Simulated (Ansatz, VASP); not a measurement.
Two plane-wave programs on CoSi

```
Co Si
1.0
     4.43079    0.00000    0.00000
     0.00000    4.43079    0.00000
     0.00000    0.00000    4.43079
Co Si
4 4
Cartesian
  0.6426 0.6426 0.6426
  1.5728 3.7882 2.8580
  2.8580 1.5728 3.7882
  3.7882 2.8580 1.5728
  3.7359 3.7359 3.7359
  2.9103 0.6949 1.5205
  1.5205 2.9103 0.6949
  0.6949 1.5205 2.9103
```

Alike in both runs: task relaxation of cell and atoms; functional PBE; k mesh 8 × 8 × 8; occupations gaussian, width 0.05 eV; no spin polarisation.

|  | VASP | Ansatz |
| --- | --- | --- |
| version | VASP 6.6.1 | Ansatz 0.2.0 |
| potentials or method | VASP PAW PBE potentials, release 64 (Co, Si), cutoff 600 eV | scalar-relativistic, plane waves, PAW |
| valence electrons in the cell | 52 | 84 |

```csv
,VASP,Ansatz,Ansatz less VASP
"gap on the k mesh at the Fermi level, each at its own relaxed structure (eV)",none,none,-
relaxed volume (Å³/atom),10.86,10.87,+0.009
relaxed length of the cell vector where the two differ most in proportion (Å),4.430,4.431,+0.0012
```

A gap of «none» marks a metal or a gap that the smearing closes. VASP's potentials hold 52 valence electrons a cell and Ansatz's 84, so a difference there can come from the potentials and not from the codes.
